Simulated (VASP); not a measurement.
# NiO in VASP: a series of runs

NiO is run at these levels: PBE; tasks: electric field gradients.

Everything below comes from runs of VASP 6.6.1. Logs are shortened: lines on timing, memory, paths and dates and some standing lists are left out, and cuts for length are marked.

## 1. The cell of the first run

It takes space group I4/mmm (No. 139, tetragonal). The conventional cell has a = 2.898 Å, b = 2.898 Å, c = 4.183 Å, α = 90.00°, β = 90.00°, γ = 90.00°. Ni (site symmetry 4/mmm) has 6 O at 2.05 to 2.09 Å within 2.7 Å. Within 2.7 Å of O (site symmetry 4/mmm) lie 6 Ni at 2.05 to 2.09 Å.

## 2. Electric field gradients, PBE, collinear spin, ferromagnetic start (equal xx and yy strain of -2 %)

Contents of INCAR:

```
PREC = Accurate ; ENCUT = 520
EDIFF = 1E-8 ; ISMEAR = -1
SIGMA = 0.03 ; LREAL = False
LASPH = True ; NELM = 150
ALGO = Normal ; ISIF = 2
LWAVE = False ; LCHARG = False
ISPIN = 2 ; MAGMOM = 1.5 0
LORBIT = 11 ; LMAXMIX = 4
GGA = PE ; LEFG = True
NBANDS = 19
```

Contents of KPOINTS:

```
Automatic mesh
0
Gamma
  17 17 17
```

Contents of POSCAR:

```
NiO
1.0
    0.0000000000      2.0494838000      2.0913100000
    2.0494838000      0.0000000000      2.0913100000
    2.0494838000      2.0494838000      0.0000000000
Ni O
1 1
Direct
    0.0000000000      0.0000000000      0.0000000000
    0.5000000000      0.5000000000      0.5000000000
```

Potentials or basis: VASP PAW PBE potentials, release 64 (Ni, O).

On the command line:

```
$ cat potpaw_PBE.64/Ni/POTCAR potpaw_PBE.64/O/POTCAR > POTCAR
$ mpirun -np 1 vasp_std > vasp.out
```

OUTCAR:

```text
PREC = Accurate
   ENCUT = 520
   EDIFF = 1E-8
   ISMEAR = -1
   LREAL = False
   LASPH = True
   NELM = 150
   ISIF = 2
   ISPIN = 2
   LORBIT = 11
   GGA = PE

 ion  position               nearest neighbor table
   1  0.000  0.000  0.000-   2 2.05   2 2.05   2 2.05   2 2.05   2 2.09   2 2.09
   2  0.500  0.500  0.500-   1 2.05   1 2.05   1 2.05   1 2.05   1 2.09   1 2.09

  LATTYP: Found a body centered tetragonal cell.
 ALAT       =     2.8984077858
 C/A-ratio  =     1.4430750636

  Lattice vectors:

 A1 = (  -2.0494838000,   0.0000000000,   2.0913100000)
 A2 = (   2.0494838000,   0.0000000000,   2.0913100000)
 A3 = (   0.0000000000,   2.0494838000,  -2.0913100000)

Analysis of symmetry for initial positions (statically):
=====================================================================
 Subroutine PRICEL returns:
 Original cell was already a primitive cell.

 Routine SETGRP: Setting up the symmetry group for a
 body centered tetragonal supercell.

 Subroutine GETGRP returns: Found 16 space group operations
 (whereof 16 operations were pure point group operations)
 out of a pool of 16 trial point group operations.

The static configuration has the point symmetry D_4h.

Analysis of symmetry for dynamics (positions and initial velocities):
=====================================================================
 Subroutine PRICEL returns:
 Original cell was already a primitive cell.

 Routine SETGRP: Setting up the symmetry group for a
 body centered tetragonal supercell.

 Subroutine GETGRP returns: Found 16 space group operations
 (whereof 16 operations were pure point group operations)
 out of a pool of 16 trial point group operations.

The dynamic configuration has the point symmetry D_4h.

Analysis of structural, dynamic, and magnetic symmetry:
=====================================================================
 Subroutine PRICEL returns:
 Original cell was already a primitive cell.

 Routine SETGRP: Setting up the symmetry group for a
 body centered tetragonal supercell.

 Subroutine GETGRP returns: Found 16 space group operations
 (whereof 16 operations were pure point group operations)
 out of a pool of 16 trial point group operations.

The overall configuration has the point symmetry D_4h.

 Subroutine INISYM returns: Found 16 space group operations
 (whereof 16 operations are pure point group operations),
 and found     1 'primitive' translations

----------------------------------------------------------------------------------------

                                     Primitive cell

  volume of cell :      17.5686

  direct lattice vectors                    reciprocal lattice vectors
     0.000000000  2.049483800  2.091310000    -0.243963870  0.243963870  0.239084593
     2.049483800  0.000000000  2.091310000     0.243963870 -0.243963870  0.239084593
     2.049483800  2.049483800  0.000000000     0.243963870  0.243963870 -0.239084593

  length of vectors
     2.928132743  2.928132743  2.898407786     0.419759672  0.419759672  0.419759672

  position of ions in fractional coordinates (direct lattice)
     0.000000000  0.000000000  0.000000000
     0.500000000  0.500000000  0.500000000

  ion indices of the primitive-cell ions
   primitive index   ion index
                 1           1
                 2           2

----------------------------------------------------------------------------------------

 KPOINTS: Automatic mesh

Automatic generation of k-mesh.
 Grid dimensions read from file:
 generate k-points for:   17   17   17

 Generating k-lattice:

  Cartesian coordinates                     Fractional coordinates (reciprocal lattice)
    -0.014350816  0.014350816  0.014063800     0.058823529  0.000000000  0.000000000
     0.014350816 -0.014350816  0.014063800     0.000000000  0.058823529  0.000000000
     0.014350816  0.014350816 -0.014063800    -0.000000000 -0.000000000  0.058823529

  Length of vectors
     0.024691745  0.024691745  0.024691745

  Shift w.r.t. Gamma in fractional coordinates (k-lattice)
     0.000000000  0.000000000  0.000000000

 Subroutine IBZKPT returns following result:
 ===========================================

 Found    405 irreducible k-points:

 Following reciprocal coordinates:
            Coordinates               Weight
  0.000000  0.000000  0.000000      1.000000
  0.058824  0.000000  0.000000      8.000000
  0.117647  0.000000  0.000000      8.000000
  0.176471  0.000000  0.000000      8.000000
  0.235294  0.000000  0.000000      8.000000
  0.294118  0.000000  0.000000      8.000000
[... 16 lines left out ...]
 -0.176471  0.058824  0.000000      8.000000
 -0.117647  0.058824  0.000000      8.000000
 [... further k-points ...]
   k-points           NKPTS =    405   k-points in BZ     NKDIM =    405   number of bands    NBANDS=     19
   number of dos      NEDOS =    301   number of ions     NIONS =      2
   total plane-waves  NPLWV =  13824
   dimension x,y,z NGX =    24 NGY =   24 NGZ =   24
   dimension x,y,z NGXF=    48 NGYF=   48 NGZF=   48
   ions per type =               1   1
   NGX,Y,Z   is equivalent  to a cutoff of  13.63, 13.63, 13.77 a.u.
   NGXF,Y,Z  is equivalent  to a cutoff of  27.25, 27.25, 27.53 a.u.
 SYSTEM =  unknown system
   PREC   = accura    normal or accurate (medium, high low for compatibility)
   ISTART =      0    job   : 0-new  1-cont  2-samecut
   ICHARG =      2    charge: 1-file 2-atom 10-const
   ISPIN  =      2    spin polarized calculation?
   LNONCOLLINEAR =      F non collinear calculations
   LSORBIT =      F    spin-orbit coupling
   LASPH  =      T    aspherical Exc in radial PAW
   ENCUT  =  520.0 eV  38.22 Ry    6.18 a.u.   5.44  5.44  5.39*2*pi/ulx,y,z
   NELM   =    150;   NELMIN=  2; NELMDL= -5     # of ELM steps
   EDIFF  = 0.1E-07   stopping-criterion for ELM
   LREAL  =      F    real-space projection
   EDIFFG = 0.1E-06   stopping-criterion for IOM
   NSW    =      0    number of steps for IOM
   IBRION =     -1    ionic relax: 0-MD 1-quasi-New 2-CG
   NFREE  =      0    steps in history (QN), initial steepest desc. (CG)
   ISIF   =      2    stress and relaxation
   ISYM   =      2    0-nonsym 1-usesym 2-fastsym
   POTIM  = 0.5000    time-step for ionic-motion
   TEBEG  =    0.0;   TEEND  =   0.0 temperature during run
   PSTRESS=    0.0 pullay stress
   NELECT =      16.0000    total number of electrons
   NUPDOWN=      -1.0000    fix difference up-down
   EMIN   =  10.00;   EMAX   =-10.00  energy-range for DOS
   EFERMI =   0.00;   METHOD = LEGACY
   ISMEAR =    -1;   SIGMA  =   0.03  broadening in eV -4-tet -1-fermi 0-gaus
   EFERMI_NEDOS =   21; number of points for ismear=-14 and -15
   IALGO  =     38    algorithm
   IMIX   =      4    mixing-type and parameters
     AMIX     =   0.40;   BMIX     =  1.00
     AMIX_MAG =   1.60;   BMIX_MAG =  1.00
  volume/ion in A,a.u.               =       8.78        59.28
  Fermi-wavevector in a.u.,A,eV,Ry     =   1.586849  2.998710 34.260706  2.518091
  Thomas-Fermi vector in A             =   2.686097
   LORBIT       =     11    0 simple, 1 ext, 2 COOP (PROOUT), +10 PAW based schemes
   GGA     = PE    functional components
   LHFCALC =     F    Hartree Fock is set to
   AEXX    =    0.0000 exact exchange contribution
   IVDW    =     0    specifies the selected vdW correction
   LEPSILON=     F    determine dielectric tensor
   LRPA    =     F    only Hartree local field effects (RPA)
 spin polarized calculation
  energy-cutoff  :      520.00
  volume of cell :       17.57
 maximum number of plane-waves:       497
 NGX is ok and might be reduce to    24
   NGX = 11   NGY = 11   NGZ = 11

 number of electron      15.9999990 magnetization       1.5763177

 Free energy of the ion-electron system (eV)
  ---------------------------------------------------
  ext. energy  EPLUGINS =         0.00000000
  ---------------------------------------------------
  free energy    TOTEN  =       -11.43776600 eV

  energy without entropy =      -11.43369146  energy(sigma->0) =      -11.43572873

 E-fermi :   8.4793     XC(G=0): -12.8929

 val. band max:        8.4779081873   @ k =  -0.1765   0.1765   0.0000
 cond. band min:       8.4810106070   @ k =  -0.4118   0.0588   0.0000
 fundamental gap:      0.0031024197
 Fermi energy:         8.4793302052

 spin component 1

 k-point     1 :       0.0000    0.0000    0.0000
  band No.  band energies     occupation
      1     -12.3072      1.00000
      2       5.2381      1.00000
      3       5.2381      1.00000
      4       5.3010      1.00000
      5       5.3864      1.00000
      6       5.4058      1.00000
[... 11 lines left out ...]
     18      34.4160      0.00000
     19      35.2692      0.00000

 k-point     2 :       0.0588    0.0000    0.0000
  band No.  band energies     occupation
      1     -12.2651      1.00000
      2       4.7376      1.00000
      3       4.7656      1.00000
      4       4.8443      1.00000
      5       5.6965      1.00000
      6       5.7607      1.00000
[... 476 lines left out ...]
 k-point    24 :      -0.1176    0.0588    0.0000
  band No.  band energies     occupation
      1     -12.0459      1.00000
      2       3.4581      1.00000
      3       3.7712      1.00000
      4       4.3662      1.00000
      5       5.7293      1.00000
      6       5.9164      1.00000
[... 11 lines left out ...]
     18      36.4654      0.00000
     19      38.8620      0.00000

 [... further k-points ...]

 spin component 2

 k-point     1 :       0.0000    0.0000    0.0000
  band No.  band energies     occupation
      1     -11.9310      1.00000
      2       5.6659      1.00000
      3       5.6659      1.00000
      4       5.7607      1.00000
      5       6.4485      1.00000
      6       6.5525      1.00000
[... 11 lines left out ...]
     18      34.9778      0.00000
     19      35.8184      0.00000

 k-point     2 :       0.0588    0.0000    0.0000
  band No.  band energies     occupation
      1     -11.8880      1.00000
      2       5.2927      1.00000
      3       5.4754      1.00000
      4       5.5345      1.00000
      5       6.5394      1.00000
      6       6.6076      1.00000
[... 476 lines left out ...]
 k-point    24 :      -0.1176    0.0588    0.0000
  band No.  band energies     occupation
      1     -11.6636      1.00000
      2       3.9813      1.00000
      3       4.7662      1.00000
      4       4.9798      1.00000
      5       6.6769      1.00000
      6       6.8976      1.00000
[... 11 lines left out ...]
     18      36.9835      0.00000
     19      39.4059      0.00000

 [... further k-points ...]
[... 5 lines left out ...]
  --------------------------------------------------------------------------------------
  -------------------------------------------------------------------------------------
  Total        1.3922252      1.3922252      1.1022844      0.0000000      0.0000000      0.0000000
  in kB      126.9646075    126.9646075    100.5233252      0.0000000      0.0000000      0.0000000
  external PRESSURE =     118.1508467 kB  Pullay stress =       0.0000000 kB

 VOLUME and BASIS-vectors are now :
 -----------------------------------------------------------------------------
  energy-cutoff  :      520.00
  volume of cell :       17.57
      direct lattice vectors                 reciprocal lattice vectors
     0.000000000  2.049483800  2.091310000    -0.243963870  0.243963870  0.239084593
     2.049483800  0.000000000  2.091310000     0.243963870 -0.243963870  0.239084593
     2.049483800  2.049483800  0.000000000     0.243963870  0.243963870 -0.239084593

 POSITION                                       TOTAL-FORCE (eV/Angst)
 -----------------------------------------------------------------------------------
      0.00000      0.00000      0.00000         0.000000     -0.000000      0.000000
      2.04948      2.04948      2.09131        -0.000000      0.000000     -0.000000
 -----------------------------------------------------------------------------------
    total drift:                                0.000000     -0.000000     -0.000000

  FREE ENERGIE OF THE ION-ELECTRON SYSTEM (eV)
  ---------------------------------------------------
  free  energy   TOTEN  =       -11.4377660005 eV

  energy  without entropy=      -11.4336914577  energy(sigma->0) =      -11.43572873

 Electric field gradients (V/A^2)
---------------------------------------------------------------------
 ion       V_xx      V_yy      V_zz      V_xy      V_xz      V_yz
---------------------------------------------------------------------
   1      -0.530    -0.530     1.061    -0.000    -0.001    -0.001
   2       2.121     2.121    -4.242    -0.001    -0.001    -0.001
---------------------------------------------------------------------

 Electric field gradients after diagonalization (V/A^2)
 (convention: |V_zz| > |V_xx| > |V_yy|)
----------------------------------------------------------------------
 ion       V_xx      V_yy      V_zz     asymmetry (V_yy - V_xx)/ V_zz
----------------------------------------------------------------------
   1      -0.531    -0.530     1.061       0.001
   2       2.122     2.120    -4.242       0.001
----------------------------------------------------------------------

           NMR quadrupolar parameters

 Cq : quadrupolar parameter    Cq=e*Q*V_zz/h
 eta: asymmetry parameters     (V_yy - V_xx)/ V_zz
 Q  : nuclear electric quadrupole moment in mb (millibarn)
----------------------------------------------------------------------
 ion       Cq(MHz)       eta       Q (mb)
----------------------------------------------------------------------
   1       0.003       0.001       1.000
   2      -0.010       0.001       1.000
----------------------------------------------------------------------

 total charge

# of ion       s       p       d       tot
------------------------------------------
    1        0.343   0.433   8.289   9.065
    2        1.558   3.435   0.000   4.993
--------------------------------------------------
tot          1.902   3.868   8.289  14.058

 magnetization (x)

# of ion       s       p       d       tot
------------------------------------------
    1        0.012   0.015   1.283   1.310
    2        0.028   0.201   0.000   0.229
--------------------------------------------------
tot          0.040   0.216   1.283   1.539
```

It took 8.5 min on 1 thread of AMD EPYC 7R43 (Zen 3), shared host; peak memory 0.27 GiB.

What came out:

```
Free energy                                           : -11.4378 eV
Pressure                                              : 11.8 GPa
Net moment                                            : 1.58 μB per cell
Site moments                                          : Ni +1.31; O +0.23 μB
Largest electric field gradient by atom               : Ni +1.1; O -4.2 V/Å²
Valence electrons inside the program's atomic spheres : Ni 9.06; O 4.99
```

Stress tensor (GPa, compression positive):
```
12.70  0.00  0.00
 0.00 12.70  0.00
 0.00  0.00 10.05
```

Electric field gradients, principal values (V/Å²):
```
atom   least  middle  greatest (by size)
1 Ni  -0.530  -0.531               1.061
 2 O   2.120   2.122              -4.242
```

Caveat: the cell differs from its parent crystal (equal xx and yy strain of -2 %); the cell stands under pressure; without QUAD_EFG the Cq values of the log hold for a quadrupole moment of 1 mb, not for the nuclei; a cell with one magnetic atom can't hold antiferromagnetic order, which such compounds often take; semilocal functionals often make such compounds metallic where correlation or magnetic order opens a gap, which also shifts bond lengths.

(Continued in part 2 of 3.)
